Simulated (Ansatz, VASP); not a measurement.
## Ni3Ge in VASP and in Ansatz

File INCAR:

```
SYSTEM = Ni3Ge
PREC = Accurate
ENCUT = 520
EDIFF = 1E-7
ISMEAR = 0
SIGMA = 0.15
LREAL = .FALSE.
LASPH = .TRUE.
NELM = 80
ALGO = Fast
ISIF = 2
LWAVE = .FALSE.
LCHARG = .FALSE.
GGA = PS
NBANDS = 30
```

KPOINTS

```
Automatic mesh
0
G
  14 14 14
  0 0 0
```

Contents of POSCAR:

```
Ni3Ge
1.0
    3.5249142772     -0.0704982855      0.0000000000
   -0.0704982855      3.5249142772      0.0000000000
    0.0000000000      0.0000000000      3.5249142772
Ni Ge
3 1
Direct
    0.5000000000      0.0000000000      0.5000000000
    0.0000000000      0.5000000000      0.5000000000
    0.5000000000      0.5000000000      0.0000000000
    0.0000000000      0.0000000000      0.0000000000
```

Input for Ansatz:

```yaml
crystal:
  lattice:
    - [3.5249142772, -0.0704982855, 0.0]
    - [-0.0704982855, 3.5249142772, 0.0]
    - [0.0, 0.0, 3.5249142772]
  atoms:
    - { symbol: Ni, position: [0.5, 0.0, 0.5] }
    - { symbol: Ni, position: [0.0, 0.5, 0.5] }
    - { symbol: Ni, position: [0.5, 0.5, 0.0] }
    - { symbol: Ge, position: [0.0, 0.0, 0.0] }
basis:
  ecutwfc: 420
kpoints:
  mp_grid: { grid: [14, 14, 14] }
hamiltonian:
  xc: pbesol
scf:
  occupations: { method: gaussian, width: 0.15 }
output:
  forces: true
  stress: true
  eigenvalues: true
```

Change from the starting cell: strain -0.0400 x Voigt [0, 0, 0, 0, 0, 1], atoms carried along.

Alike in both runs: task single point; functional PBEsol; k mesh 14 × 14 × 14; occupations gaussian, width 0.15 eV; no spin polarisation.

```csv
,VASP,Ansatz
version,VASP 6.6.1,Ansatz 0.2.0
potentials or method,"VASP PAW PBE potentials, release 64 (Ni, Ge_d), cutoff 520 eV","scalar-relativistic, plane waves, PAW"
valence electrons in the cell,44,68
```

```tsv
	VASP	Ansatz	Ansatz less VASP
gap on the k mesh at the Fermi level (eV)	none	none	-
pressure (GPa)	0.6	0.4	-0.21
traceless stress, the component that is largest in VASP (GPa)	4.88	4.90	+0.018
```

VASP's potentials were made for PBE, not for PBEsol. A gap of «none» marks a metal or a gap that the smearing closes. VASP's potentials hold 44 valence electrons a cell and Ansatz's 68, so a difference there can come from the potentials and not from the codes.
